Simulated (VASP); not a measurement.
# PbI2 (P-3m1) in VASP: notebook

Runs on PbI2. Level: r2SCAN. Tasks: single point.

Everything below comes from runs of VASP 6.6.1. Logs are shortened: lines on timing, memory, paths and dates and some standing lists are left out, and cuts for length are marked.

## Step 1: The cell of the first run

It takes space group P-3m1 (No. 164, trigonal). Conventional cell: a = 4.511 Å, b = 4.511 Å, c = 6.910 Å, α = 90.00°, β = 90.00°, γ = 120.00°. Within 4.2 Å of Pb (site symmetry -3m) lie 6 I at 3.18 Å. I (site symmetry 3m) has 3 Pb at 3.18 Å and 3 I at 4.16 Å within 4.2 Å.

## Step 2: Single point, r2SCAN

Contents of POSCAR:

```
PbI2
1.0
    4.5113091600      0.0000000000      0.0000000000
   -2.2556545800      3.9069125800      0.0000000000
    0.0000000000      0.0000000000      6.9100777200
Pb I
1 2
Direct
    0.0000000000      0.0000000000      0.0000000000
    0.3333300000      0.6666700000      0.2650000000
    0.6666700000      0.3333300000      0.7350000000
```

Contents of INCAR.step1:

```
ALGO     = Normal         # electronic algorithm
EDIFF    = 1E-5           # SCF threshold, eV
ENCUT    = 550            # plane-wave cutoff, eV
GGA      = PE             # functional
GGA_COMPAT= F            
ISMEAR   = -1             # smearing method
LASPH    = T              # aspherical terms in the spheres
LCHARG   = F              # write CHGCAR
LREAL    = F              # projectors in reciprocal space
LWAVE    = T              # write WAVECAR
NBANDS   = 21             # bands
NELM     = 120            # most SCF steps
PREC     = Accurate       # precision mode
SIGMA    = 0.1            # smearing width, eV
```

Contents of INCAR.step2:

```
ALGO     = Normal         # electronic algorithm
EDIFF    = 1E-6           # SCF threshold, eV
ENCUT    = 550            # plane-wave cutoff, eV
GGA_COMPAT= F            
ISIF     = 2              # what is computed and relaxed
ISMEAR   = -1             # smearing method
ISTART   = 1            
LASPH    = T              # aspherical terms in the spheres
LCHARG   = F              # write CHGCAR
LMIXTAU  = T            
LREAL    = F              # projectors in reciprocal space
LWAVE    = F              # write WAVECAR
METAGGA  = R2SCAN         # meta-GGA
NBANDS   = 21             # bands
NELM     = 120            # most SCF steps
PREC     = Accurate       # precision mode
SIGMA    = 0.1            # smearing width, eV
```

Contents of KPOINTS:

```
k-points
0
Gamma
  5 5 3
```

Potentials or basis: VASP PAW PBE potentials, release 64 (Pb_d, I).

The run is started by

```sh
$ cat potpaw_PBE.64/Pb_d/POTCAR potpaw_PBE.64/I/POTCAR > POTCAR
$ cp INCAR.step1 INCAR
$ mpirun -np 1 vasp_std > vasp.out
$ cp INCAR.step2 INCAR
$ mpirun -np 1 vasp_std > vasp.out
```

OUTCAR:

```text
EDIFF = 1E-6
   ENCUT = 550
   ISIF = 2
   ISMEAR = -1
   ISTART = 1
   LASPH = T
   LREAL = F
   METAGGA = R2SCAN
   NELM = 120
   PREC = Accurate

 ion  position               nearest neighbor table
   1  0.000  0.000  0.000-   2 3.18   3 3.18   3 3.18   2 3.18   3 3.18   2 3.18
   2  0.333  0.667  0.265-   1 3.18   1 3.18   1 3.18
   3  0.667  0.333  0.735-   1 3.18   1 3.18   1 3.18

  LATTYP: Found a hexagonal cell.
 ALAT       =     4.5113091600
 C/A-ratio  =     1.5317233812

  Lattice vectors:

 A1 = (   4.5113091600,   0.0000000000,   0.0000000000)
 A2 = (  -2.2556545800,   3.9069125800,   0.0000000000)
 A3 = (   0.0000000000,   0.0000000000,   6.9100777200)

Analysis of symmetry for initial positions (statically):
=====================================================================
 Subroutine PRICEL returns:
 Original cell was already a primitive cell.

 Routine SETGRP: Setting up the symmetry group for a
 hexagonal supercell.

 Subroutine GETGRP returns: Found  4 space group operations
 (whereof  4 operations were pure point group operations)
 out of a pool of 24 trial point group operations.

The static configuration has the point symmetry C_2h.

Analysis of symmetry for dynamics (positions and initial velocities):
=====================================================================
 Subroutine PRICEL returns:
 Original cell was already a primitive cell.

 Routine SETGRP: Setting up the symmetry group for a
 hexagonal supercell.

 Subroutine GETGRP returns: Found  4 space group operations
 (whereof  4 operations were pure point group operations)
 out of a pool of 24 trial point group operations.

The dynamic configuration has the point symmetry C_2h.

 Subroutine INISYM returns: Found  4 space group operations
 (whereof  4 operations are pure point group operations),
 and found     1 'primitive' translations

----------------------------------------------------------------------------------------

                                     Primitive cell

  volume of cell :     121.7921

  direct lattice vectors                    reciprocal lattice vectors
     4.511309160  0.000000000  0.000000000     0.221665145  0.127978292  0.000000000
    -2.255654580  3.906912580  0.000000000     0.000000000  0.255956585  0.000000000
     0.000000000  0.000000000  6.910077720     0.000000000  0.000000000  0.144716173

  length of vectors
     4.511309160  4.511312835  6.910077720     0.255956793  0.255956585  0.144716173

  position of ions in fractional coordinates (direct lattice)
     0.000000000  0.000000000  0.000000000
     0.333330000  0.666670000  0.265000000
     0.666670000  0.333330000  0.735000000

  ion indices of the primitive-cell ions
   primitive index   ion index
                 1           1
                 2           2
                 3           3

----------------------------------------------------------------------------------------

 KPOINTS: k-points

Automatic generation of k-mesh.
 Grid dimensions read from file:
 generate k-points for:    5    5    3

 Generating k-lattice:

  Cartesian coordinates                     Fractional coordinates (reciprocal lattice)
     0.044333029  0.025595658  0.000000000     0.200000000  0.000000000  0.000000000
     0.000000000  0.051191317  0.000000000     0.000000000  0.200000000  0.000000000
     0.000000000  0.000000000  0.048238724     0.000000000  0.000000000  0.333333333

  Length of vectors
     0.051191359  0.051191317  0.048238724

  Shift w.r.t. Gamma in fractional coordinates (k-lattice)
     0.000000000  0.000000000  0.000000000

 Subroutine IBZKPT returns following result:
 ===========================================

 Found     24 irreducible k-points:

 Following reciprocal coordinates:
            Coordinates               Weight
  0.000000  0.000000  0.000000      1.000000
  0.200000  0.000000  0.000000      4.000000
 -0.200000  0.200000  0.000000      2.000000
  0.400000  0.000000  0.000000      4.000000
 -0.400000  0.400000  0.000000      2.000000
  0.200000  0.200000  0.000000      2.000000
[... 16 lines left out ...]
  0.400000  0.400000  0.333333      4.000000
 -0.400000 -0.200000  0.333333      4.000000
   k-points           NKPTS =     24   k-points in BZ     NKDIM =     24   number of bands    NBANDS=     21
   number of dos      NEDOS =    301   number of ions     NIONS =      3
   total plane-waves  NPLWV =  69984
   dimension x,y,z NGX =    36 NGY =   36 NGZ =   54
   dimension x,y,z NGXF=    72 NGYF=   72 NGZF=  108
   ions per type =               1   2
   NGX,Y,Z   is equivalent  to a cutoff of  13.27, 13.27, 12.99 a.u.
   NGXF,Y,Z  is equivalent  to a cutoff of  26.53, 26.53, 25.98 a.u.
 SYSTEM =  unknown system
   PREC   = accura    normal or accurate (medium, high low for compatibility)
   ISTART =      1    job   : 0-new  1-cont  2-samecut
   ICHARG =      0    charge: 1-file 2-atom 10-const
   ISPIN  =      1    spin polarized calculation?
   LNONCOLLINEAR =      F non collinear calculations
   LSORBIT =      F    spin-orbit coupling
   LASPH  =      T    aspherical Exc in radial PAW
   ENCUT  =  550.0 eV  40.42 Ry    6.36 a.u.   8.63  8.63 13.21*2*pi/ulx,y,z
   NELM   =    120;   NELMIN=  2; NELMDL=  0     # of ELM steps
   EDIFF  = 0.1E-05   stopping-criterion for ELM
   LREAL  =      F    real-space projection
   EDIFFG = 0.1E-04   stopping-criterion for IOM
   NSW    =      0    number of steps for IOM
   IBRION =     -1    ionic relax: 0-MD 1-quasi-New 2-CG
   NFREE  =      0    steps in history (QN), initial steepest desc. (CG)
   ISIF   =      2    stress and relaxation
   ISYM   =      2    0-nonsym 1-usesym 2-fastsym
   POTIM  = 0.5000    time-step for ionic-motion
   TEBEG  =    0.0;   TEEND  =   0.0 temperature during run
   PSTRESS=    0.0 pullay stress
   NELECT =      28.0000    total number of electrons
   NUPDOWN=      -1.0000    fix difference up-down
   EMIN   =  10.00;   EMAX   =-10.00  energy-range for DOS
   EFERMI =   0.00;   METHOD = LEGACY
   ISMEAR =    -1;   SIGMA  =   0.10  broadening in eV -4-tet -1-fermi 0-gaus
   EFERMI_NEDOS =   21; number of points for ismear=-14 and -15
   IALGO  =     38    algorithm
   IMIX   =      4    mixing-type and parameters
     AMIX     =   0.40;   BMIX     =  1.00
     AMIX_MAG =   1.60;   BMIX_MAG =  1.00
  volume/ion in A,a.u.               =      40.60       273.96
  Fermi-wavevector in a.u.,A,eV,Ry     =   1.002893  1.895192 13.684653  1.005794
  Thomas-Fermi vector in A             =   2.135409
   LORBIT       =      0    0 simple, 1 ext, 2 COOP (PROOUT), +10 PAW based schemes
   METAGGA = R2SCAN    functional components
   LHFCALC =     F    Hartree Fock is set to
   AEXX    =    0.0000 exact exchange contribution
   IVDW    =     0    specifies the selected vdW correction
   LEPSILON=     F    determine dielectric tensor
   LRPA    =     F    only Hartree local field effects (RPA)
 non-spin polarized calculation
  energy-cutoff  :      550.00
  volume of cell :      121.79
 maximum number of plane-waves:      3581
   NGX = 17   NGY = 17   NGZ = 27

 number of electron      28.0000003 magnetization

 Free energy of the ion-electron system (eV)
  ---------------------------------------------------
  ext. energy  EPLUGINS =         0.00000000
  ---------------------------------------------------
  free energy    TOTEN  =      -107.62047663 eV

  energy without entropy =     -107.62047615  energy(sigma->0) =     -107.62047639

 E-fermi :   4.1097     XC(G=0):  -8.7008

 val. band max:        2.6363942197   @ k =   0.0000   0.0000   0.3333
 cond. band min:       5.3990424054   @ k =   0.0000   0.0000   0.3333
 fundamental gap:      2.7626481857
 Fermi energy:         4.1097028446

 k-point     1 :       0.0000    0.0000    0.0000
  band No.  band energies     occupation
      1     -13.9578      2.00000
      2     -13.9578      2.00000
      3     -13.9351      2.00000
      4     -13.9264      2.00000
      5     -13.9264      2.00000
      6     -10.0839      2.00000
[... 13 lines left out ...]
     20      11.0559      0.00000
     21      11.1361      0.00000

 k-point     2 :       0.2000    0.0000    0.0000
  band No.  band energies     occupation
      1     -13.9766      2.00000
      2     -13.9534      2.00000
      3     -13.9320      2.00000
      4     -13.9273      2.00000
      5     -13.9234      2.00000
      6      -9.8837      2.00000
[... 13 lines left out ...]
     20      10.9845      0.00000
     21      11.2751      0.00000

 k-point     3 :      -0.2000    0.2000    0.0000
  band No.  band energies     occupation
      1     -13.9766      2.00000
      2     -13.9534      2.00000
      3     -13.9320      2.00000
      4     -13.9273      2.00000
      5     -13.9234      2.00000
      6      -9.8837      2.00000
[... 13 lines left out ...]
     20      10.9845      0.00000
     21      11.2751      0.00000

 k-point     4 :       0.4000    0.0000    0.0000
  band No.  band energies     occupation
      1     -14.0082      2.00000
      2     -13.9503      2.00000
      3     -13.9355      2.00000
      4     -13.9187      2.00000
      5     -13.9145      2.00000
      6      -9.4444      2.00000
[... 13 lines left out ...]
     20      12.0131      0.00000
     21      12.6433      0.00000

 k-point     5 :      -0.4000    0.4000    0.0000
  band No.  band energies     occupation
      1     -14.0082      2.00000
      2     -13.9503      2.00000
      3     -13.9355      2.00000
      4     -13.9187      2.00000
      5     -13.9145      2.00000
      6      -9.4444      2.00000
[... 13 lines left out ...]
     20      12.0131      0.00000
     21      12.6432      0.00000
[... 382 lines left out ...]
     20      10.8441      0.00000
     21      11.4874      0.00000

 k-point    22 :       0.4000    0.2000    0.3333
  band No.  band energies     occupation
      1     -14.0013      2.00000
      2     -13.9658      2.00000
      3     -13.9301      2.00000
      4     -13.9181      2.00000
      5     -13.9172      2.00000
      6      -9.2013      2.00000
[... 13 lines left out ...]
     20      11.4303      0.00000
     21      11.9875      0.00000

 k-point    23 :       0.4000    0.4000    0.3333
  band No.  band energies     occupation
      1     -14.0013      2.00000
      2     -13.9658      2.00000
      3     -13.9301      2.00000
      4     -13.9181      2.00000
      5     -13.9172      2.00000
      6      -9.2013      2.00000
[... 13 lines left out ...]
     20      11.4302      0.00000
     21      11.9875      0.00000

 k-point    24 :      -0.4000   -0.2000    0.3333
  band No.  band energies     occupation
      1     -14.0013      2.00000
      2     -13.9658      2.00000
      3     -13.9301      2.00000
      4     -13.9181      2.00000
      5     -13.9172      2.00000
      6      -9.2013      2.00000
[... 13 lines left out ...]
     20      11.4303      0.00000
     21      11.9875      0.00000

------------------------ aborting loop because EDIFF is reached ----------------------------------------

  FORCE on cell =-STRESS in cart. coord.  units (eV):
  Direction    XX          YY          ZZ          XY          YZ          ZX
  --------------------------------------------------------------------------------------
  -------------------------------------------------------------------------------------
  Total        1.7028052      1.7025981      1.8072309     -0.0001826     -0.0001444      0.0002501
  in kB       22.4004287     22.3977039     23.7741509     -0.0024019     -0.0018994      0.0032898
  external PRESSURE =      22.8574278 kB  Pullay stress =       0.0000000 kB

 VOLUME and BASIS-vectors are now :
 -----------------------------------------------------------------------------
  energy-cutoff  :      550.00
  volume of cell :      121.79
      direct lattice vectors                 reciprocal lattice vectors
     4.511309160  0.000000000  0.000000000     0.221665145  0.127978292  0.000000000
    -2.255654580  3.906912580  0.000000000     0.000000000  0.255956585  0.000000000
     0.000000000  0.000000000  6.910077720     0.000000000  0.000000000  0.144716173

 POSITION                                       TOTAL-FORCE (eV/Angst)
 -----------------------------------------------------------------------------------
      0.00000      0.00000      0.00000         0.000000      0.000000      0.000000
     -0.00002      2.60462      1.83117         0.000078     -0.000045      0.285759
      2.25568      1.30229      5.07891        -0.000078      0.000045     -0.285759
 -----------------------------------------------------------------------------------
    total drift:                               -0.000000     -0.000000      0.000000

  FREE ENERGIE OF THE ION-ELECTRON SYSTEM (eV)
  ---------------------------------------------------
  free  energy   TOTEN  =      -107.6204766297 eV

  energy  without entropy=     -107.6204761523  energy(sigma->0) =     -107.62047639
```

Run time: 2.6 min. Hardware: 1 thread of Intel Xeon 6975P-C (Granite Rapids), shared host; peak memory 0.3 GiB.

What came out:

| Property | Result |
| --- | --- |
| Free energy | -107.6205 eV |
| Pressure | 2.3 GPa |
| Largest force | 0.286 eV/Å |
| Band gap on the k mesh | 2.76 eV |

Forces on the atoms (eV/Å):
```
Pb   0.000  0.000  0.000
I    0.000  0.000  0.286
I    0.000  0.000 -0.286
```

Stress tensor (GPa, compression positive):
```
2.24 0.00 0.00
0.00 2.24 0.00
0.00 0.00 2.38
```

Levels at points of the mesh, in eV from the valence-band top:
| k point | band 12 | band 13 | band 14 | band 15 | band 16 | band 17 |
| --- | --- | --- | --- | --- | --- | --- |
| (0.00, 0.00, 0.00) | -0.97 | -0.97 | -0.70 | 2.91 | 3.79 | 3.79 |

Caveat: the PAW data sets were made with another functional, which shifts forces and pressure a little; spin-orbit coupling is left out, which moves the levels of the heavy elements. A k mesh can miss the band edges.

## Step 3: Single point, r2SCAN, non-collinear spin, zero start, spin-orbit coupling

POSCAR is that of step 2.

Contents of INCAR.step1:

```
SYSTEM = PbI2
PREC     = Accurate       ! precision mode
ENCUT    = 550            ! plane-wave cutoff, eV
ISMEAR   = -1             ! smearing method
SIGMA    = 0.1            ! smearing width, eV
LREAL    = .False.        ! projectors in reciprocal space
LASPH    = .True.         ! aspherical terms in the spheres
NELM     = 200            ! most SCF steps
LNONCOLLINEAR= .True.         ! non-collinear magnetism
MAGMOM   = 0 0 0 0 0 0 0 0 0 ! initial moments
LSORBIT  = .True.         ! spin-orbit coupling
GGA_COMPAT= .False.      
NBANDS   = 41             ! bands
GGA      = PE             ! functional
ALGO     = Normal         ! electronic algorithm
EDIFF    = 1E-5           ! SCF threshold, eV
LWAVE    = .True.         ! write WAVECAR
LCHARG   = .False.        ! write CHGCAR
```

Contents of INCAR.step2:

```
SYSTEM = PbI2
PREC     = Accurate       ! precision mode
ENCUT    = 550            ! plane-wave cutoff, eV
EDIFF    = 1E-6           ! SCF threshold, eV
ISMEAR   = -1             ! smearing method
SIGMA    = 0.1            ! smearing width, eV
LREAL    = .False.        ! projectors in reciprocal space
LASPH    = .True.         ! aspherical terms in the spheres
NELM     = 200            ! most SCF steps
ALGO     = Normal         ! electronic algorithm
ISIF     = 2              ! what is computed and relaxed
LWAVE    = .False.        ! write WAVECAR
LCHARG   = .True.         ! write CHGCAR
LNONCOLLINEAR= .True.         ! non-collinear magnetism
MAGMOM   = 0 0 0 0 0 0 0 0 0 ! initial moments
LORBIT   = 11             ! projections on sites
LSORBIT  = .True.         ! spin-orbit coupling
GGA_COMPAT= .False.      
LORBMOM  = .True.       
METAGGA  = R2SCAN         ! meta-GGA
LMIXTAU  = .True.       
LVHAR    = .True.       
NBANDS   = 41             ! bands
ISTART   = 1
```

Contents of KPOINTS:

```
Automatic mesh
0
Gamma
  5 5 3
  0 0 0
```

Potentials or basis: VASP PAW PBE potentials, release 64 (Pb_d, I).

The run is started by

```sh
$ cat potpaw_PBE.64/Pb_d/POTCAR potpaw_PBE.64/I/POTCAR > POTCAR
$ cp INCAR.step1 INCAR
$ mpirun -np 1 vasp_ncl > vasp.out
$ cp INCAR.step2 INCAR
$ mpirun -np 1 vasp_ncl > vasp.out
```

Run time: 12 min. Hardware: 1 thread of Intel Xeon 6975P-C (Granite Rapids), shared host; peak memory 0.74 GiB.

Results (log left out):

```yaml
Free_energy: -108.2398 eV
Pressure: 2.3 GPa
Largest_force: 0.303 eV/Å
Net_moment: 0.00 μB per cell
Valence_electrons_inside_the_program's_atomic_spheres: Pb 11.84; I 4.34
```

Forces in eV/Å, atoms in the order of the input:
```
Pb   0.000  0.000  0.000
I    0.000  0.000  0.303
I    0.000  0.000 -0.303
```

Stress tensor (GPa, compression positive):
```
2.17 0.00 0.00
0.00 2.17 0.00
0.00 0.00 2.42
```

Moments on the atoms (μB; x, y, z):
```
Pb  0.00 0.00 0.00
I   0.00 0.00 0.00
I   0.00 0.00 0.00
```

Caveat: the PAW data sets were made with another functional, which shifts forces and pressure a little.
